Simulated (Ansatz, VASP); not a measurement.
**Two plane-wave programs on AlN**

File INCAR:

```
SYSTEM = AlN
PREC = Accurate
ENCUT = 520
EDIFF = 1E-7
ISMEAR = 0
SIGMA = 0.05
LREAL = .False.
LASPH = .True.
NELM = 60
ALGO = Normal
ISIF = 2
LWAVE = .False.
LCHARG = .False.
GGA = CA
NBANDS = 16
```

The input KPOINTS:

```
regular mesh
0
Gamma
  9 9 6
  0 0 0
```

Contents of POSCAR:

```
AlN
1.0
    3.1659609617      0.0000000000      0.0000000000
   -1.5829804808      2.7418026202      0.0000000000
    0.0000000000      0.0000000000      5.0673630437
Al N
2 2
Direct
    0.3301182952      0.6602365904      0.0015212672
    0.6698817048      0.3397634096      0.5015212672
    0.3362022155      0.6724044311      0.3834787328
    0.6637977845      0.3275955689      0.8834787328
```

Input for Ansatz:

```yaml
crystal:
  lattice:
    - [3.1659609617, 0.0, 0.0]
    - [-1.5829804808, 2.7418026202, 0.0]
    - [0.0, 0.0, 5.0673630437]
  atoms:
    - { symbol: Al, position: [0.3301182952, 0.6602365904, 0.0015212672] }
    - { symbol: Al, position: [0.6698817048, 0.3397634096, 0.5015212672] }
    - { symbol: "N", position: [0.3362022155, 0.6724044311, 0.3834787328] }
    - { symbol: "N", position: [0.6637977845, 0.3275955689, 0.8834787328] }
basis:
  ecutwfc: 520.0
kpoints:
  mp_grid: { grid: [9, 9, 6] }
hamiltonian:
  xc: lda
scf:
  occupations: { method: gaussian, width: 0.05 }
output:
  forces: true
  stress: true
  eigenvalues: true
```

Change from the starting cell: mode 5 frozen in at -0.017 Å, equal normal strain along x, y and z +0.0250.

Alike in both runs: task single point; functional LDA; k mesh 9 × 9 × 6; occupations gaussian, width 0.05 eV; no spin polarisation.

|  | VASP | Ansatz |
| --- | --- | --- |
| version | VASP 6.6.1 | Ansatz 0.2.0 |
| potentials or method | VASP PAW LDA potentials, release 64 (Al, N), cutoff 520 eV | scalar-relativistic, plane waves, PAW |
| valence electrons in the cell | 16 | 16 |

```csv
,VASP,Ansatz,Ansatz less VASP
gap on the k mesh at the Fermi level (eV),3.77,3.77,-0.004
least direct gap on the mesh (eV),3.77,3.77,-0.004
pressure (GPa),-13.1,-13.6,-0.42
"traceless stress, the component that is largest in VASP (GPa)",0.61,0.62,+0.011
rms of the force components (eV/Å),0.048,0.048,0.0000
```

LDA's correlation is that of Perdew and Zunger in VASP and of Perdew and Wang (1992) in Ansatz. Atom by atom the forces differ by 0.000 eV/Å (rms over components).
